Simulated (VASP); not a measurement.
# InSe (P-6m2) in VASP: a series of runs

InSe is run at these levels: PBE+D3(BJ); tasks: single point.

All numbers are computed with VASP 6.6.1; they aren't measurements. Logs are shortened: lines on timing, memory, paths and dates and some standing lists are left out, and cuts for length are marked.

### Step 1. The cell of the first run

It takes space group P-6m2 (No. 187, hexagonal). The conventional cell has a = 4.036 Å, b = 4.036 Å, c = 16.622 Å, α = 90.00°, β = 90.00°, γ = 120.00°. In (site symmetry 3m) has 3 Se at 2.66 Å and 1 In at 2.79 Å within 3.5 Å. Within 3.5 Å of In (site symmetry 3m) lie 3 Se at 2.66 Å and 1 In at 2.79 Å. Within 3.5 Å of Se (site symmetry 3m) lie 3 In at 2.66 Å. Se (site symmetry 3m) has 3 In at 2.66 Å within 3.5 Å.

### Step 2. Single point, PBE+D3(BJ)

Input file INCAR:

```
SYSTEM = InSe
PREC     = Accurate       ! precision mode
ENCUT    = 520            ! plane-wave cutoff, eV
EDIFF    = 1E-7           ! SCF threshold, eV
ISMEAR   = 0              ! smearing method
SIGMA    = 0.01           ! smearing width, eV
LREAL    = .FALSE.        ! projectors in reciprocal space
LASPH    = .TRUE.         ! aspherical terms in the spheres
NELM     = 100            ! most SCF steps
ALGO     = Normal         ! electronic algorithm
ISIF     = 2              ! what is computed and relaxed
LWAVE    = .FALSE.        ! write WAVECAR
LCHARG   = .TRUE.         ! write CHGCAR
GGA      = PE             ! functional
IVDW     = 12             ! dispersion correction
LELF     = .TRUE.         ! ELF
LVHAR    = .TRUE.       
NBANDS   = 48             ! bands
```

Input file KPOINTS:

```
regular mesh
0
G
  12 12 2
  0 0 0
```

Input file POSCAR:

```
InSe
1.0
    4.0355109066      0.0000000000      0.0000000000
   -2.0177554533      3.4948549623      0.0000000000
    0.0000000000      0.0000000000     16.6223545844
In Se
4 4
Direct
    0.0000000000      0.0000000000      0.5840233351
    0.0000000000      0.0000000000      0.4159766649
    0.3333333333      0.6666666667      0.9159829492
    0.3333333333      0.6666666667      0.0840170508
    0.6666666667      0.3333333333      0.8386512953
    0.6666666667      0.3333333333      0.1613487047
    0.3333333333      0.6666666667      0.6612673161
    0.3333333333      0.6666666667      0.3387326839
```

Potentials or basis: VASP PAW PBE potentials, release 64 (In_d, Se).

Launch:

```sh
cat potpaw_PBE.64/In_d/POTCAR potpaw_PBE.64/Se/POTCAR > POTCAR
mpirun -np 1 vasp_std > vasp.out
```

OUTCAR:

```text
SYSTEM = InSe
   PREC = Accurate
   ENCUT = 520
   EDIFF = 1E-7
   ISMEAR = 0
   LREAL = .FALSE.
   LASPH = .TRUE.
   NELM = 100
   ISIF = 2
   GGA = PE
   IVDW = 12
 IVDW          = 12

 ion  position               nearest neighbor table
   1  0.000  0.000  0.584-   7 2.66   7 2.66   7 2.66   2 2.79
   2  0.000  0.000  0.416-   8 2.66   8 2.66   8 2.66   1 2.79
   3  0.333  0.667  0.916-   5 2.66   5 2.66   5 2.66   4 2.79
   4  0.333  0.667  0.084-   6 2.66   6 2.66   6 2.66   3 2.79
   5  0.667  0.333  0.839-   3 2.66   3 2.66   3 2.66
   6  0.667  0.333  0.161-   4 2.66   4 2.66   4 2.66
   7  0.333  0.667  0.661-   1 2.66   1 2.66   1 2.66
   8  0.333  0.667  0.339-   2 2.66   2 2.66   2 2.66

  LATTYP: Found a hexagonal cell.
 ALAT       =     4.0355109066
 C/A-ratio  =     4.1190211027

  Lattice vectors:

 A1 = (   4.0355109066,   0.0000000000,   0.0000000000)
 A2 = (  -2.0177554533,   3.4948549623,   0.0000000000)
 A3 = (   0.0000000000,   0.0000000000,  16.6223545844)

Analysis of symmetry for initial positions (statically):
=====================================================================
 Subroutine PRICEL returns:
 Original cell was already a primitive cell.

 Routine SETGRP: Setting up the symmetry group for a
 hexagonal supercell.

 Subroutine GETGRP returns: Found 12 space group operations
 (whereof 12 operations were pure point group operations)
 out of a pool of 24 trial point group operations.

The static configuration has the point symmetry D_3h.

Analysis of symmetry for dynamics (positions and initial velocities):
=====================================================================
 Subroutine PRICEL returns:
 Original cell was already a primitive cell.

 Routine SETGRP: Setting up the symmetry group for a
 hexagonal supercell.

 Subroutine GETGRP returns: Found 12 space group operations
 (whereof 12 operations were pure point group operations)
 out of a pool of 24 trial point group operations.

The dynamic configuration has the point symmetry D_3h.

 Subroutine INISYM returns: Found 12 space group operations
 (whereof 12 operations are pure point group operations),
 and found     1 'primitive' translations

----------------------------------------------------------------------------------------

                                     Primitive cell

  volume of cell :     234.4338

  direct lattice vectors                    reciprocal lattice vectors
     4.035510907  0.000000000  0.000000000     0.247800098  0.143067454  0.000000000
    -2.017755453  3.494854962  0.000000000     0.000000000  0.286134907  0.000000000
     0.000000000  0.000000000 16.622354584     0.000000000  0.000000000  0.060159949

  length of vectors
     4.035510907  4.035510907 16.622354584     0.286134907  0.286134907  0.060159949

  position of ions in fractional coordinates (direct lattice)
     0.000000000  0.000000000  0.584023335
     0.000000000  0.000000000  0.415976665
     0.333333333  0.666666667  0.915982949
     0.333333333  0.666666667  0.084017051
     0.666666667  0.333333333  0.838651295
     0.666666667  0.333333333  0.161348705
     0.333333333  0.666666667  0.661267316
     0.333333333  0.666666667  0.338732684

  ion indices of the primitive-cell ions
   primitive index   ion index
                 1           1
                 2           2
                 3           3
                 4           4
                 5           5
                 6           6
                 7           7
                 8           8

----------------------------------------------------------------------------------------

 KPOINTS: regular mesh

Automatic generation of k-mesh.
 Grid dimensions read from file:
 generate k-points for:   12   12    2

 Generating k-lattice:

  Cartesian coordinates                     Fractional coordinates (reciprocal lattice)
     0.020650008  0.011922288  0.000000000     0.083333333  0.000000000  0.000000000
     0.000000000  0.023844576  0.000000000     0.000000000  0.083333333  0.000000000
     0.000000000  0.000000000  0.030079974     0.000000000  0.000000000  0.500000000

  Length of vectors
     0.023844576  0.023844576  0.030079974

  Shift w.r.t. Gamma in fractional coordinates (k-lattice)
     0.000000000  0.000000000  0.000000000

 Subroutine IBZKPT returns following result:
 ===========================================

 Found     38 irreducible k-points:

 Following reciprocal coordinates:
            Coordinates               Weight
  0.000000  0.000000  0.000000      1.000000
  0.083333 -0.000000  0.000000      6.000000
  0.166667 -0.000000  0.000000      6.000000
  0.250000 -0.000000  0.000000      6.000000
  0.333333 -0.000000  0.000000      6.000000
  0.416667 -0.000000  0.000000      6.000000
[... 16 lines left out ...]
  0.250000 -0.000000  0.500000      6.000000
  0.333333 -0.000000  0.500000      6.000000
 [... further k-points ...]
   k-points           NKPTS =     38   k-points in BZ     NKDIM =     38   number of bands    NBANDS=     48
   number of dos      NEDOS =    301   number of ions     NIONS =      8
   total plane-waves  NPLWV = 113400
   dimension x,y,z NGX =    30 NGY =   30 NGZ =  126
   dimension x,y,z NGXF=    60 NGYF=   60 NGZF=  252
   ions per type =               4   4
   NGX,Y,Z   is equivalent  to a cutoff of  12.36, 12.36, 12.60 a.u.
   NGXF,Y,Z  is equivalent  to a cutoff of  24.72, 24.72, 25.20 a.u.
 SYSTEM =  InSe
   PREC   = accura    normal or accurate (medium, high low for compatibility)
   ISTART =      0    job   : 0-new  1-cont  2-samecut
   ICHARG =      2    charge: 1-file 2-atom 10-const
   ISPIN  =      1    spin polarized calculation?
   LNONCOLLINEAR =      F non collinear calculations
   LSORBIT =      F    spin-orbit coupling
   LASPH  =      T    aspherical Exc in radial PAW
   ENCUT  =  520.0 eV  38.22 Ry    6.18 a.u.   7.50  7.50 30.91*2*pi/ulx,y,z
   NELM   =    100;   NELMIN=  2; NELMDL= -5     # of ELM steps
   EDIFF  = 0.1E-06   stopping-criterion for ELM
   LREAL  =      F    real-space projection
   EDIFFG = 0.1E-05   stopping-criterion for IOM
   NSW    =      0    number of steps for IOM
   IBRION =     -1    ionic relax: 0-MD 1-quasi-New 2-CG
   NFREE  =      0    steps in history (QN), initial steepest desc. (CG)
   ISIF   =      2    stress and relaxation
   ISYM   =      2    0-nonsym 1-usesym 2-fastsym
   POTIM  = 0.5000    time-step for ionic-motion
   TEBEG  =    0.0;   TEEND  =   0.0 temperature during run
   PSTRESS=    0.0 pullay stress
   NELECT =      76.0000    total number of electrons
   NUPDOWN=      -1.0000    fix difference up-down
   EMIN   =  10.00;   EMAX   =-10.00  energy-range for DOS
   EFERMI =   0.00;   METHOD = LEGACY
   ISMEAR =     0;   SIGMA  =   0.01  broadening in eV -4-tet -1-fermi 0-gaus
   EFERMI_NEDOS =   21; number of points for ismear=-14 and -15
   IALGO  =     38    algorithm
   IMIX   =      4    mixing-type and parameters
     AMIX     =   0.40;   BMIX     =  1.00
     AMIX_MAG =   1.60;   BMIX_MAG =  1.00
  volume/ion in A,a.u.               =      29.30       197.75
  Fermi-wavevector in a.u.,A,eV,Ry     =   1.124620  2.125224 17.208254  1.264771
  Thomas-Fermi vector in A             =   2.261293
   LORBIT       =      0    0 simple, 1 ext, 2 COOP (PROOUT), +10 PAW based schemes
   GGA     = PE    functional components
   LHFCALC =     F    Hartree Fock is set to
   AEXX    =    0.0000 exact exchange contribution
   IVDW    =    12    specifies the selected vdW correction
   LEPSILON=     F    determine dielectric tensor
   LRPA    =     F    only Hartree local field effects (RPA)
 non-spin polarized calculation
 Gauss-broadening in eV      SIGMA  =   0.01
  energy-cutoff  :      520.00
  volume of cell :      234.43
 maximum number of plane-waves:      6362
 NGX is ok and might be reduce to    30
   NGX = 15   NGY = 15   NGZ = 61

 number of electron      76.0000004 magnetization

 Free energy of the ion-electron system (eV)
  ---------------------------------------------------
  ext. energy  EPLUGINS =         0.00000000
  ---------------------------------------------------
  free energy    TOTEN  =       -28.31166897 eV

  energy without entropy =      -28.31166897  energy(sigma->0) =      -28.31166897

 E-fermi :   4.2028     XC(G=0):  -8.9141

 val. band max:        4.1359406540   @ k =   0.0000   0.0000   0.0000
 cond. band min:       4.4216584389   @ k =   0.0000   0.0000   0.0000
 fundamental gap:      0.2857177849
 Fermi energy:         4.2027993040

 k-point     1 :       0.0000    0.0000    0.0000
  band No.  band energies     occupation
      1     -10.7147      2.00000
      2     -10.7058      2.00000
      3     -10.5290      2.00000
      4     -10.5290      2.00000
      5     -10.5197      2.00000
      6     -10.5197      2.00000
[... 40 lines left out ...]
     47       9.2273      0.00000
     48       9.5120      0.00000

 k-point     2 :       0.0833   -0.0000    0.0000
  band No.  band energies     occupation
      1     -10.7142      2.00000
      2     -10.7054      2.00000
      3     -10.5534      2.00000
      4     -10.5434      2.00000
      5     -10.5279      2.00000
      6     -10.5187      2.00000
[... 40 lines left out ...]
     47       9.0782      0.00000
     48       9.3578      0.00000

 k-point     3 :       0.1667   -0.0000    0.0000
  band No.  band energies     occupation
      1     -10.7168      2.00000
      2     -10.7081      2.00000
      3     -10.6084      2.00000
      4     -10.5949      2.00000
      5     -10.5409      2.00000
      6     -10.5263      2.00000
[... 1060 lines left out ...]
     47       8.6088      0.00000
     48       8.6172      0.00000

 k-point    24 :       0.3333   -0.0000    0.5000
  band No.  band energies     occupation
      1     -10.7795      2.00000
      2     -10.7719      2.00000
      3     -10.6694      2.00000
      4     -10.6654      2.00000
      5     -10.6542      2.00000
      6     -10.6481      2.00000
[... 40 lines left out ...]
     47       8.5918      0.00000
     48       8.6002      0.00000

 [... further k-points ...]

------------------------ aborting loop because EDIFF is reached ----------------------------------------

 Edisp (eV)   -2.39644

 E8    (eV) :    -1.0990

  FORCE on cell =-STRESS in cart. coord.  units (eV):
  Direction    XX          YY          ZZ          XY          YZ          ZX
  --------------------------------------------------------------------------------------
  -------------------------------------------------------------------------------------
  Total       0.06105     0.06105     0.02566     0.00000     0.00000     0.00000
  in kB       0.41725     0.41725     0.17537     0.00000     0.00000     0.00000
  external pressure =        0.34 kB  Pullay stress =        0.00 kB

 VOLUME and BASIS-vectors are now :
 -----------------------------------------------------------------------------
  energy-cutoff  :      520.00
  volume of cell :      234.43
      direct lattice vectors                 reciprocal lattice vectors
     4.035510907  0.000000000  0.000000000     0.247800098  0.143067454  0.000000000
    -2.017755453  3.494854962  0.000000000     0.000000000  0.286134907  0.000000000
     0.000000000  0.000000000 16.622354584     0.000000000  0.000000000  0.060159949

 POSITION                                       TOTAL-FORCE (eV/Angst)
 -----------------------------------------------------------------------------------
      0.00000      0.00000      9.70784        -0.000000      0.000000     -0.012499
      0.00000      0.00000      6.91451        -0.000000      0.000000      0.012499
     -0.00000      2.32990     15.22579        -0.000000      0.000000      0.012342
     -0.00000      2.32990      1.39656         0.000000      0.000000     -0.012342
      2.01776      1.16495     13.94036        -0.000000      0.000000     -0.013396
      2.01776      1.16495      2.68200        -0.000000     -0.000000      0.013396
     -0.00000      2.32990     10.99182         0.000000     -0.000000      0.012065
     -0.00000      2.32990      5.63053         0.000000     -0.000000     -0.012065
 -----------------------------------------------------------------------------------
    total drift:                               -0.000000      0.000000     -0.000000

  FREE ENERGIE OF THE ION-ELECTRON SYSTEM (eV)
  ---------------------------------------------------
  free  energy   TOTEN  =       -30.7081100050 eV

  energy  without entropy=      -30.7081100050  energy(sigma->0) =      -30.70811000
```

Wall time 9.7 min (1 thread of Intel Xeon Platinum 8488C (Sapphire Rapids), shared host); peak memory 0.53 GiB.

What came out:

* Free energy: -30.7081 eV
* Pressure: 0.0 GPa
* Largest force: 0.013 eV/Å
* Band gap on the k mesh: 0.29 eV, direct
* Dispersion energy per atom: -0.300 eV

Forces on the atoms (eV/Å):
```
In   0.000  0.000 -0.012
In   0.000  0.000  0.012
In   0.000  0.000  0.012
In   0.000  0.000 -0.012
Se   0.000  0.000 -0.013
Se   0.000  0.000  0.013
Se   0.000  0.000  0.012
Se   0.000  0.000 -0.012
```

Caveat: spin-orbit coupling is left out, which moves the levels of the heavy elements.

### Step 3. Single point, PBE+D3(BJ) (volume scaled by 0.88, then relaxed in part)

Input file INCAR:

```
ALGO     = Normal         # electronic algorithm
EDIFF    = 1E-7           # SCF threshold, eV
ENCUT    = 520            # plane-wave cutoff, eV
GGA      = PE             # functional
ISIF     = 2              # what is computed and relaxed
ISMEAR   = 0              # smearing method
IVDW     = 12             # dispersion correction
LASPH    = True           # aspherical terms in the spheres
LCHARG   = False          # write CHGCAR
LREAL    = False          # projectors in reciprocal space
LWAVE    = False          # write WAVECAR
NBANDS   = 48             # bands
NELM     = 60             # most SCF steps
PREC     = Accurate       # precision mode
SIGMA    = 0.01           # smearing width, eV
```

Input file KPOINTS:

```
k-points
0
Gamma
  12 12 2
```

Input file POSCAR:

```
InSe
1.0
    3.8898329310      0.0000000000      0.0000000000
   -1.9449164655      3.3686941347      0.0000000000
    0.0000000000      0.0000000000     15.7438290095
In Se
4 4
Direct
    0.0000000000      0.0000000000      0.5861536959
    0.0000000000      0.0000000000      0.4138463041
    0.3333333333      0.6666666667      0.9138198555
    0.3333333333      0.6666666667      0.0861801445
    0.6666666667      0.3333333333      0.8295985847
    0.6666666667      0.3333333333      0.1704014153
    0.3333333333      0.6666666667      0.6699740120
    0.3333333333      0.6666666667      0.3300259880
```

Potentials or basis: VASP PAW PBE potentials, release 64 (In_d, Se).

Launch:

```sh
cat potpaw_PBE.64/In_d/POTCAR potpaw_PBE.64/Se/POTCAR > POTCAR
mpirun -np 1 vasp_std > vasp.out
```

It took 3.8 min on 1 thread of Intel Xeon 6975P-C (Granite Rapids), shared host; peak memory 0.5 GiB.

It converged, with:

| Item | Value |
| --- | --- |
| Free energy | -30.3070 eV |
| Pressure | 5.3 GPa |
| Largest force | 0.017 eV/Å |
| Band gap on the k mesh | 0.60 eV, indirect (least direct gap 0.63 eV) |
| Dispersion energy per atom | -0.345 eV |

Forces in eV/Å, atoms in the order of the input:
```
In   0.000  0.000 -0.017
In   0.000  0.000  0.017
In   0.000  0.000  0.016
In   0.000  0.000 -0.016
Se   0.000  0.000 -0.017
Se   0.000  0.000  0.017
Se   0.000  0.000  0.017
Se   0.000  0.000 -0.017
```

Levels at points of the mesh, in eV from the valence-band top:
```
           k point  band 35  band 36  band 37  band 38  band 39  band 40  band 41  band 42
(0.00, 0.00, 0.00)    -1.11    -1.02    -1.02    -0.04     0.60     2.37     2.45     2.59
(0.50, 0.00, 0.00)    -2.16    -2.15    -1.92    -1.79     1.09     1.23     1.79     1.99
(0.00, 0.00, 0.50)    -1.07    -1.07    -1.06    -1.06     1.49     1.66     2.57     2.62
(0.50, 0.00, 0.50)    -2.03    -2.02    -1.88    -1.65     0.94     1.00     1.83     2.47
```

Caveat: spin-orbit coupling is left out, which moves the levels of the heavy elements.

### Step 4. Single point, PBE+D3(BJ) (volume scaled by 0.91, then relaxed in part)

INCAR is that of step 3.

KPOINTS is that of step 3.

Input file POSCAR:

```
InSe
1.0
    3.9340303387      0.0000000000      0.0000000000
   -1.9670151693      3.4069702125      0.0000000000
    0.0000000000      0.0000000000     15.9167931475
In Se
4 4
Direct
    0.0000000000      0.0000000000      0.5859536748
    0.0000000000      0.0000000000      0.4140463252
    0.3333333333      0.6666666667      0.9140249682
    0.3333333333      0.6666666667      0.0859750318
    0.6666666667      0.3333333333      0.8315518890
    0.6666666667      0.3333333333      0.1684481110
    0.3333333333      0.6666666667      0.6681192855
    0.3333333333      0.6666666667      0.3318807145
```

Launch:

```sh
cat potpaw_PBE.64/In_d/POTCAR potpaw_PBE.64/Se/POTCAR > POTCAR
mpirun -np 1 vasp_std > vasp.out
```

It took 4 min on 1 thread of Intel Xeon 6975P-C (Granite Rapids), shared host; peak memory 0.51 GiB.

Results (log left out):

| Quantity | Value |
| --- | --- |
| Free energy | -30.5007 eV |
| Pressure | 3.6 GPa |
| Largest force | 0.016 eV/Å |
| Band gap on the k mesh | 0.48 eV, indirect (least direct gap 0.49 eV) |
| Dispersion energy per atom | -0.333 eV |

Forces in eV/Å, atoms in the order of the input:
```
In   0.000  0.000 -0.015
In   0.000  0.000  0.015
In   0.000  0.000  0.015
In   0.000  0.000 -0.015
Se   0.000  0.000 -0.016
Se   0.000  0.000  0.016
Se   0.000  0.000  0.016
Se   0.000  0.000 -0.016
```

Levels at points of the mesh, in eV from the valence-band top:
```
           k point  band 34  band 35  band 36  band 37  band 38  band 39  band 40  band 41  band 42  band 43
(0.00, 0.00, 0.00)    -1.16    -1.16    -1.07    -1.07    -0.01     0.48     2.24     2.25     2.43     4.25
(0.50, 0.00, 0.00)    -2.41    -2.18    -2.08    -1.96    -1.72     1.14     1.23     1.79     1.92     3.28
(0.00, 0.00, 0.50)    -1.12    -1.11    -1.11    -1.10    -1.05     1.38     1.54     2.40     2.45     4.31
(0.50, 0.00, 0.50)    -2.70    -2.06    -2.05    -1.83    -1.61     0.98     1.05     1.78     2.35     2.99
```

Caveat: spin-orbit coupling is left out, which moves the levels of the heavy elements. A k mesh can miss the band edges.

### Step 5. Overview

| cell | gap on the mesh (eV) | pressure (GPa) | largest force (eV/Å) |
| --- | --- | --- | --- |
| a = 4.036, b = 4.036, c = 16.622 Å, angles 90.0, 90.0, 120.0°, 8 atoms | 0.29 | 0.0 | 0.01 |
| a = 3.890, b = 3.890, c = 15.744 Å, angles 90.0, 90.0, 120.0°, 8 atoms | 0.60 | 5.3 | 0.02 |
| a = 3.934, b = 3.934, c = 15.917 Å, angles 90.0, 90.0, 120.0°, 8 atoms | 0.48 | 3.6 | 0.02 |

Alike in all rows: task single point; level PBE+D3(BJ); potentials or basis VASP PAW PBE potentials, release 64 (In_d, Se); no spin polarisation; k mesh 12 × 12 × 2; cutoff (eV) 520; smearing gaussian 0.01 eV.

Caveats: spin-orbit coupling is left out, which moves the levels of the heavy elements.

Absolute energies hang on the potentials; compare differences alone.
